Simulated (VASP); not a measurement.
**Si: single point with LDA**

Si:

```xyz
4
Lattice="3.8313 0.0000 0.0000 -1.9157 3.3180 0.0000 0.0000 0.0000 6.8392" Properties=species:S:1:pos:R:3 pbc="T T T"
Si    0.0000    2.2120    0.4309
Si    1.9157    1.1060    3.8506
Si    0.0000    2.2120    2.9887
Si    1.9157    1.1060    6.4083
```

This cell differs from its parent crystal: strain +0.000 along x and y, +0.080 along z.

```yaml
Program: VASP 6.6.1
Task: single point
Functional: LDA
Potentials_or_basis: VASP PAW LDA potentials, release 64 (Si)
Cutoff: 520 eV
k_mesh: 12 × 12 × 6
Occupations: gaussian, width 0.03 eV
Spin: no spin polarisation
Dipole_correction: no
Further_INCAR_settings: ALGO = Normal; EDIFF = 1e-06; NBANDS = 16
```

- Pressure: -7.1 GPa
- Largest force: 0.309 eV/Å
- Band gap on the k mesh: 0.42 eV (least direct gap 0.80 eV)

Forces in eV/Å, atoms in the order of the input:
```
Si   0.000  0.000  0.309
Si   0.000  0.000  0.309
Si   0.000  0.000 -0.309
Si   0.000  0.000 -0.309
```

Stress tensor (GPa, compression positive):
```
 -3.15   0.00   0.00
  0.00  -3.15   0.00
  0.00   0.00 -15.05
```

Levels at points of the mesh, in eV from the valence-band top:
```
           k point  band 4  band 5  band 6  band 7  band 8  band 9  band 10  band 11  band 12  band 13
(0.00, 0.00, 0.00)   -1.05   -1.05   -0.46    0.00    0.00    0.80     1.48     2.39     2.39     3.13
(0.50, 0.00, 0.00)   -6.10   -4.21   -2.63   -2.60   -1.46    0.74     1.97     2.76     3.11     3.45
(0.00, 0.00, 0.50)   -4.37   -0.62   -0.62   -0.62   -0.62    2.06     2.06     3.15     3.15     3.15
(0.50, 0.00, 0.50)   -7.02   -2.48   -2.48   -2.12   -2.12    0.64     0.64     1.61     1.61     5.41
```

Run time: 68 s on 1 thread of Intel(R) Xeon(R) Platinum 8259CL CPU @ 2.50GHz (Skylake/Cascade Lake), with other jobs on the host, peak memory 0.2 GiB.

Caveat: the cell differs from its parent crystal (strain +0.000 along x and y, +0.080 along z); the cell stands under tension. A k mesh can miss the band edges.
